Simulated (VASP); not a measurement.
# NaCl in VASP: notebook

Aim: see how the results for NaCl move with the level of theory and the settings. Levels: PBE, r2SCAN, HSE06. Tasks: single point.

Everything below comes from runs of VASP 6.6.1. Logs are shortened: lines on timing, memory, paths and dates and some standing lists are left out, and cuts for length are marked.

## 1. The cell of the first run

Symmetry: Immm, No. 71, orthorhombic system. Conventional cell: a = 3.954 Å, b = 3.974 Å, c = 5.605 Å, α = 90.00°, β = 90.00°, γ = 90.00°. Na (site symmetry mmm) has 6 Cl at 2.80 Å within 3.7 Å. Cl (site symmetry mmm) has 6 Na at 2.80 Å within 3.7 Å.

## 2. Single point, PBE (shear xy strain -0.5%)

File INCAR:

```
PREC = Accurate ; ENCUT = 520
EDIFF = 1E-7 ; ISMEAR = -1
SIGMA = 0.02 ; LREAL = False
LASPH = True ; NELM = 80
ALGO = Normal ; ISIF = 2
LWAVE = False ; LCHARG = False
GGA = PE ; NBANDS = 14
```

File KPOINTS:

```
Automatic mesh
0
Gamma
  8 8 8
```

File POSCAR:

```
NaCl
1.0
   -0.0070067471      2.8026988391      2.8026988391
    2.8026988391     -0.0070067471      2.8026988391
    2.7956920920      2.7956920920      0.0000000000
Na Cl
1 1
Direct
    0.0000000000      0.0000000000      0.0000000000
    0.5000000000      0.5000000000      0.5000000000
```

Potentials or basis: VASP PAW PBE potentials, release 64 (Na_pv, Cl).

Run with:

```bash
cat potpaw_PBE.64/Na_pv/POTCAR potpaw_PBE.64/Cl/POTCAR > POTCAR
mpirun -np 1 vasp_std > vasp.out
```

OUTCAR:

```text
PREC = Accurate
   ENCUT = 520
   EDIFF = 1E-7
   ISMEAR = -1
   LREAL = False
   LASPH = True
   NELM = 80
   ISIF = 2
   GGA = PE

 ion  position               nearest neighbor table
   1  0.000  0.000  0.000-
   2  0.500  0.500  0.500-

  LATTYP: Found a body centered orthorhombic cell.
 ALAT       =     3.9537056727
 B/A-ratio  =     1.0050125313
 C/A-ratio  =     1.4177579573

  Lattice vectors:

 A1 = (   0.0070067471,  -2.8026988391,  -2.8026988391)
 A2 = (  -0.0070067471,   2.8026988391,  -2.8026988391)
 A3 = (   2.8026988391,  -0.0070067471,   2.8026988391)

Analysis of symmetry for initial positions (statically):
=====================================================================
 Subroutine PRICEL returns:
 Original cell was already a primitive cell.

 Routine SETGRP: Setting up the symmetry group for a
 body centered orthorhombic supercell.

 Subroutine GETGRP returns: Found  8 space group operations
 (whereof  8 operations were pure point group operations)
 out of a pool of  8 trial point group operations.

The static configuration has the point symmetry D_2h.

Analysis of symmetry for dynamics (positions and initial velocities):
=====================================================================
 Subroutine PRICEL returns:
 Original cell was already a primitive cell.

 Routine SETGRP: Setting up the symmetry group for a
 body centered orthorhombic supercell.

 Subroutine GETGRP returns: Found  8 space group operations
 (whereof  8 operations were pure point group operations)
 out of a pool of  8 trial point group operations.

The dynamic configuration has the point symmetry D_2h.

 Subroutine INISYM returns: Found  8 space group operations
 (whereof  8 operations are pure point group operations),
 and found     1 'primitive' translations

----------------------------------------------------------------------------------------

                                     Primitive cell

  volume of cell :      44.0308

  direct lattice vectors                    reciprocal lattice vectors
    -0.007006747  2.802698839  2.802698839    -0.177954588  0.177954588  0.178399474
     2.802698839 -0.007006747  2.802698839     0.177954588 -0.177954588  0.178399474
     2.795692092  2.795692092  0.000000000     0.178846591  0.178846591 -0.178399474

  length of vectors
     3.963620903  3.963620903  3.953705673     0.308483457  0.308483457  0.309513455

  position of ions in fractional coordinates (direct lattice)
     0.000000000  0.000000000  0.000000000
     0.500000000  0.500000000  0.500000000

  ion indices of the primitive-cell ions
   primitive index   ion index
                 1           1
                 2           2

----------------------------------------------------------------------------------------

 KPOINTS: Automatic mesh

Automatic generation of k-mesh.
 Grid dimensions read from file:
 generate k-points for:    8    8    8

 Generating k-lattice:

  Cartesian coordinates                     Fractional coordinates (reciprocal lattice)
    -0.022244324  0.022244324  0.022299934     0.125000000  0.000000000  0.000000000
     0.022244324 -0.022244324  0.022299934     0.000000000  0.125000000  0.000000000
     0.022355824  0.022355824 -0.022299934     0.000000000  0.000000000  0.125000000

  Length of vectors
     0.038560432  0.038560432  0.038689182

  Shift w.r.t. Gamma in fractional coordinates (k-lattice)
     0.000000000  0.000000000  0.000000000

 Subroutine IBZKPT returns following result:
 ===========================================

 Found     95 irreducible k-points:

 Following reciprocal coordinates:
            Coordinates               Weight
  0.000000  0.000000  0.000000      1.000000
  0.125000  0.000000  0.000000      4.000000
  0.250000  0.000000  0.000000      4.000000
  0.375000  0.000000  0.000000      4.000000
  0.500000  0.000000  0.000000      2.000000
  0.125000  0.125000  0.000000      2.000000
[... 16 lines left out ...]
  0.125000 -0.000000  0.125000      4.000000
  0.250000 -0.000000  0.125000      8.000000
 [... further k-points ...]
   k-points           NKPTS =     95   k-points in BZ     NKDIM =     95   number of bands    NBANDS=     14
   number of dos      NEDOS =    301   number of ions     NIONS =      2
   total plane-waves  NPLWV =  27000
   dimension x,y,z NGX =    30 NGY =   30 NGZ =   30
   dimension x,y,z NGXF=    60 NGYF=   60 NGZF=   60
   ions per type =               1   1
   NGX,Y,Z   is equivalent  to a cutoff of  12.58, 12.58, 12.61 a.u.
   NGXF,Y,Z  is equivalent  to a cutoff of  25.17, 25.17, 25.23 a.u.
 SYSTEM =  unknown system
   PREC   = accura    normal or accurate (medium, high low for compatibility)
   ISTART =      0    job   : 0-new  1-cont  2-samecut
   ICHARG =      2    charge: 1-file 2-atom 10-const
   ISPIN  =      1    spin polarized calculation?
   LNONCOLLINEAR =      F non collinear calculations
   LSORBIT =      F    spin-orbit coupling
   LASPH  =      T    aspherical Exc in radial PAW
   ENCUT  =  520.0 eV  38.22 Ry    6.18 a.u.   7.37  7.37  7.35*2*pi/ulx,y,z
   NELM   =     80;   NELMIN=  2; NELMDL= -5     # of ELM steps
   EDIFF  = 0.1E-06   stopping-criterion for ELM
   LREAL  =      F    real-space projection
   EDIFFG = 0.1E-05   stopping-criterion for IOM
   NSW    =      0    number of steps for IOM
   IBRION =     -1    ionic relax: 0-MD 1-quasi-New 2-CG
   NFREE  =      0    steps in history (QN), initial steepest desc. (CG)
   ISIF   =      2    stress and relaxation
   ISYM   =      2    0-nonsym 1-usesym 2-fastsym
   POTIM  = 0.5000    time-step for ionic-motion
   TEBEG  =    0.0;   TEEND  =   0.0 temperature during run
   PSTRESS=    0.0 pullay stress
   NELECT =      14.0000    total number of electrons
   NUPDOWN=      -1.0000    fix difference up-down
   EMIN   =  10.00;   EMAX   =-10.00  energy-range for DOS
   EFERMI =   0.00;   METHOD = LEGACY
   ISMEAR =    -1;   SIGMA  =   0.02  broadening in eV -4-tet -1-fermi 0-gaus
   EFERMI_NEDOS =   21; number of points for ismear=-14 and -15
   IALGO  =     38    algorithm
   IMIX   =      4    mixing-type and parameters
     AMIX     =   0.40;   BMIX     =  1.00
     AMIX_MAG =   1.60;   BMIX_MAG =  1.00
  volume/ion in A,a.u.               =      22.02       148.57
  Fermi-wavevector in a.u.,A,eV,Ry     =   1.117374  2.111531 16.987216  1.248525
  Thomas-Fermi vector in A             =   2.253996
   LORBIT       =      0    0 simple, 1 ext, 2 COOP (PROOUT), +10 PAW based schemes
   GGA     = PE    functional components
   LHFCALC =     F    Hartree Fock is set to
   AEXX    =    0.0000 exact exchange contribution
   IVDW    =     0    specifies the selected vdW correction
   LEPSILON=     F    determine dielectric tensor
   LRPA    =     F    only Hartree local field effects (RPA)
 non-spin polarized calculation
  energy-cutoff  :      520.00
  volume of cell :       44.03
 maximum number of plane-waves:      1243
 NGX is ok and might be reduce to    30
   NGX = 15   NGY = 15   NGZ = 15

 number of electron      14.0000003 magnetization

 Free energy of the ion-electron system (eV)
  ---------------------------------------------------
  ext. energy  EPLUGINS =         0.00000000
  ---------------------------------------------------
  free energy    TOTEN  =        -6.76938247 eV

  energy without entropy =       -6.76938247  energy(sigma->0) =       -6.76938247

 E-fermi :  -0.1505     XC(G=0):  -8.2453

 val. band max:       -0.6142511888   @ k =   0.0000   0.0000   0.0000
 cond. band min:       4.5559754527   @ k =   0.0000   0.0000   0.0000
 fundamental gap:      5.1702266416
 Fermi energy:        -0.1505446401

 k-point     1 :       0.0000    0.0000    0.0000
  band No.  band energies     occupation
      1     -21.4070      2.00000
      2     -21.4066      2.00000
      3     -21.4063      2.00000
      4     -13.3246      2.00000
      5      -0.6330      2.00000
      6      -0.6237      2.00000
      7      -0.6143      2.00000
      8       4.5560      0.00000
      9      10.4808      0.00000
     10      10.5158      0.00000
     11      10.5508      0.00000
     12      12.7004      0.00000
     13      12.7007      0.00000
     14      14.3385      0.00000

 k-point     2 :       0.1250    0.0000    0.0000
  band No.  band energies     occupation
      1     -21.4111      2.00000
      2     -21.4074      2.00000
      3     -21.4068      2.00000
      4     -13.2753      2.00000
      5      -1.0078      2.00000
      6      -0.6684      2.00000
      7      -0.6564      2.00000
      8       5.0586      0.00000
      9       9.9613      0.00000
     10      10.7003      0.00000
     11      10.7460      0.00000
     12      12.4447      0.00000
     13      12.4542      0.00000
     14      15.2751      0.00000

 k-point     3 :       0.2500    0.0000    0.0000
  band No.  band energies     occupation
      1     -21.4224      2.00000
      2     -21.4082      2.00000
      3     -21.4076      2.00000
      4     -13.1529      2.00000
      5      -1.7546      2.00000
      6      -0.7657      2.00000
      7      -0.7550      2.00000
      8       6.0369      0.00000
      9       9.4256      0.00000
     10      10.8053      0.00000
     11      10.8409      0.00000
     12      12.6572      0.00000
     13      12.6896      0.00000
     14      15.1502      0.00000

 k-point     4 :       0.3750    0.0000    0.0000
  band No.  band energies     occupation
      1     -21.4335      2.00000
      2     -21.4090      2.00000
      3     -21.4084      2.00000
      4     -13.0251      2.00000
      5      -2.3724      2.00000
      6      -0.8588      2.00000
      7      -0.8495      2.00000
      8       6.6012      0.00000
      9       9.7188      0.00000
     10      10.5288      0.00000
     11      10.5604      0.00000
     12      14.0122      0.00000
     13      14.0590      0.00000
     14      14.6239      0.00000

 k-point     5 :       0.5000    0.0000    0.0000
  band No.  band energies     occupation
      1     -21.4381      2.00000
      2     -21.4093      2.00000
      3     -21.4087      2.00000
      4     -12.9705      2.00000
      5      -2.6051      2.00000
      6      -0.8963      2.00000
      7      -0.8874      2.00000
      8       6.6893      0.00000
      9      10.1353      0.00000
     10      10.3929      0.00000
     11      10.4245      0.00000
[... 276 lines left out ...]
 k-point    22 :      -0.0000   -0.0000    0.1250
  band No.  band energies     occupation
      1     -21.4116      2.00000
      2     -21.4071      2.00000
      3     -21.4066      2.00000
      4     -13.2748      2.00000
      5      -0.9971      2.00000
      6      -0.6754      2.00000
      7      -0.6635      2.00000
      8       5.0598      0.00000
      9       9.9928      0.00000
     10      10.6793      0.00000
     11      10.7254      0.00000
     12      12.4368      0.00000
     13      12.4457      0.00000
     14      15.2729      0.00000

 k-point    23 :       0.1250   -0.0000    0.1250
  band No.  band energies     occupation
      1     -21.4111      2.00000
      2     -21.4079      2.00000
      3     -21.4079      2.00000
      4     -13.2599      2.00000
      5      -1.0258      2.00000
      6      -0.7240      2.00000
      7      -0.7238      2.00000
      8       5.2242      0.00000
      9       9.6832      0.00000
     10      10.8920      0.00000
     11      10.8923      0.00000
     12      11.7377      0.00000
     13      12.9180      0.00000
     14      15.7343      0.00000

 k-point    24 :       0.2500   -0.0000    0.1250
  band No.  band energies     occupation
      1     -21.4188      2.00000
      2     -21.4092      2.00000
      3     -21.4088      2.00000
      4     -13.1652      2.00000
      5      -1.5714      2.00000
      6      -0.8313      2.00000
      7      -0.8179      2.00000
      8       6.0687      0.00000
      9       9.1232      0.00000
     10      10.6949      0.00000
     11      11.1805      0.00000
     12      11.8094      0.00000
     13      13.2117      0.00000
     14      16.3124      0.00000

 [... further k-points ...]

------------------------ aborting loop because EDIFF is reached ----------------------------------------

  FORCE on cell =-STRESS in cart. coord.  units (eV):
  Direction    XX          YY          ZZ          XY          YZ          ZX
  --------------------------------------------------------------------------------------
  -------------------------------------------------------------------------------------
  Total        0.3407118      0.3407118      0.3405193      0.0173352      0.0000000      0.0000000
  in kB       12.3977021     12.3977021     12.3906973      0.6307869      0.0000000      0.0000000
  external PRESSURE =      12.3953672 kB  Pullay stress =       0.0000000 kB

 VOLUME and BASIS-vectors are now :
 -----------------------------------------------------------------------------
  energy-cutoff  :      520.00
  volume of cell :       44.03
      direct lattice vectors                 reciprocal lattice vectors
    -0.007006747  2.802698839  2.802698839    -0.177954588  0.177954588  0.178399474
     2.802698839 -0.007006747  2.802698839     0.177954588 -0.177954588  0.178399474
     2.795692092  2.795692092  0.000000000     0.178846591  0.178846591 -0.178399474

 POSITION                                       TOTAL-FORCE (eV/Angst)
 -----------------------------------------------------------------------------------
      0.00000      0.00000      0.00000        -0.000000      0.000000     -0.000000
      2.79569      2.79569      2.80270         0.000000      0.000000      0.000000
 -----------------------------------------------------------------------------------
    total drift:                               -0.000000      0.000000      0.000000

  FREE ENERGIE OF THE ION-ELECTRON SYSTEM (eV)
  ---------------------------------------------------
  free  energy   TOTEN  =        -6.7693824675 eV

  energy  without entropy=       -6.7693824675  energy(sigma->0) =       -6.76938247
```

Wall time 53 s (1 thread of AMD EPYC 7R13 (Zen 3), shared host); peak memory 0.16 GiB.

What came out:

| Property | Result |
| --- | --- |
| Free energy | -6.7694 eV |
| Pressure | 1.2 GPa |
| Band gap on the k mesh | 5.17 eV, direct |

Caveat: the cell differs from its parent crystal (shear xy strain -0.5%).

## 3. Single point, r2SCAN (epitaxial 111 strain +0.5%)

File POSCAR:

```
NaCl
1.0
   -0.0168161930      2.7998961403      2.7998961403
    2.7998961403     -0.0168161930      2.7998961403
    2.7998961403      2.7998961403     -0.0168161930
Na Cl
1 1
Direct
    0.0000000000      0.0000000000      0.0000000000
    0.5000000000      0.5000000000      0.5000000000
```

File INCAR.step1:

```
  PREC = Accurate
  ENCUT = 520
  ISMEAR = 0
  SIGMA = 0.01
  LREAL = False
  LASPH = True
  NELM = 100
  NBANDS = 14
  GGA = PE
  ALGO = Normal
  EDIFF = 1E-4
  LWAVE = True
  LCHARG = False
```

File INCAR.step2:

```
  PREC = Accurate
  ENCUT = 520
  EDIFF = 1E-7
  ISMEAR = 0
  SIGMA = 0.01
  LREAL = False
  LASPH = True
  NELM = 100
  ALGO = Normal
  ISIF = 2
  LWAVE = False
  LCHARG = False
  METAGGA = R2SCAN
  LMIXTAU = True
  NBANDS = 14
  ISTART = 1
```

KPOINTS is that of step 2.

Potentials or basis: VASP PAW PBE potentials, release 64 (Na_pv, Cl).

Run with:

```bash
cat potpaw_PBE.64/Na_pv/POTCAR potpaw_PBE.64/Cl/POTCAR > POTCAR
cp INCAR.step1 INCAR
mpirun -np 1 vasp_std > vasp.out
cp INCAR.step2 INCAR
mpirun -np 1 vasp_std > vasp.out
```

Run time: 2.4 min. Hardware: 1 thread of AMD EPYC 7R13 (Zen 3), shared host; peak memory 0.15 GiB.

The run converged. Its results:

- Free energy: -13.7895 eV
- Pressure: -0.3 GPa
- Band gap on the k mesh: 5.95 eV, direct

Stress tensor (GPa, compression positive):
```
-0.33  0.10  0.10
 0.10 -0.33  0.10
 0.10  0.10 -0.33
```

Levels at points of the mesh, in eV from the valence-band top:
```
           k point  band 4  band 5  band 6  band 7  band 8  band 9  band 10  band 11
(0.00, 0.00, 0.00)  -13.27   -0.03   -0.03    0.00    5.95   11.71    11.71    11.84
(0.50, 0.00, 0.00)  -12.92   -1.99   -0.31   -0.29    7.95   11.67    11.76    11.83
(0.50, 0.50, 0.00)  -12.87   -1.74   -0.66   -0.62    8.45    8.59    12.28    15.97
(0.50, 0.50, 0.50)  -12.91   -1.98   -0.33   -0.33    7.92   11.72    11.72    11.77
```

Caveat: the cell differs from its parent crystal (epitaxial 111 strain +0.5%); the PAW data sets were made with another functional, which shifts forces and pressure a little.

(Part 1 of 2 ends here.)
